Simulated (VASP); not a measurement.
Al2Te3H:

```
Al Te H
1.0
     6.99577    0.00000    0.00000
    -3.49788    6.05851    0.00000
     0.00000    0.00000    4.08316
Al Te H
2 3 1
Direct
  0.66667 0.33333 0.50000
  0.33333 0.66667 0.50000
  0.00000 0.50000 0.00000
  0.50000 0.50000 0.00000
  0.50000 0.00000 0.00000
  0.00000 0.00000 0.50000
```

The cell was generated, and may not be a known phase.

| Quantity | Value |
| --- | --- |
| Program | VASP 6.6.1 |
| Task | relaxation of cell and atoms |
| Functional | PBE |
| Potentials or basis | VASP PAW PBE potentials, release 64 (Al, Te, H) |
| Cutoff | 600 eV |
| k mesh | 6 × 6 × 10 |
| Occupations | gaussian, width 0.1 eV |
| Spin | no spin polarisation |

At the start: pressure 0.2 GPa; volume 28.84 Å³/atom.

Problem. Where does the relaxation end?

Solution. Over 6 steps the energy falls by 46.4 meV/atom and the volume is 29.82 Å³/atom (+3.4 %); space group P6/mmm (No. 191, to 0.1 Å) before and after.

The path:
```
step  energy change (eV)  largest force (eV/Å)  pressure (GPa)  volume (Å³)
   1              0.0000                0.0000            0.20       173.06
   2             -0.1769                0.0000            0.28       173.81
   3             -0.2642                0.0000            1.03       174.41
   4             -0.2657                0.0000            0.95       174.42
   5             -0.2766                0.0000           -0.34       180.67
   6             -0.2784                0.0000            0.00       178.89
```

Final structure:
```
CELL_PARAMETERS angstrom
7.44671 0.00000 0.00000
-3.72336 6.44904 0.00000
0.00000 0.00000 3.72505
ATOMIC_POSITIONS crystal
Al 0.66667 0.33333 0.50000
Al 0.33333 0.66667 0.50000
Te 0.00000 0.50000 0.00000
Te 0.50000 0.50000 0.00000
Te 0.50000 0.00000 0.00000
H 0.00000 0.00000 0.50000
```

Caveat: an odd number of electrons without spin polarisation forces a metal; a magnetic or distorted state may lie lower.
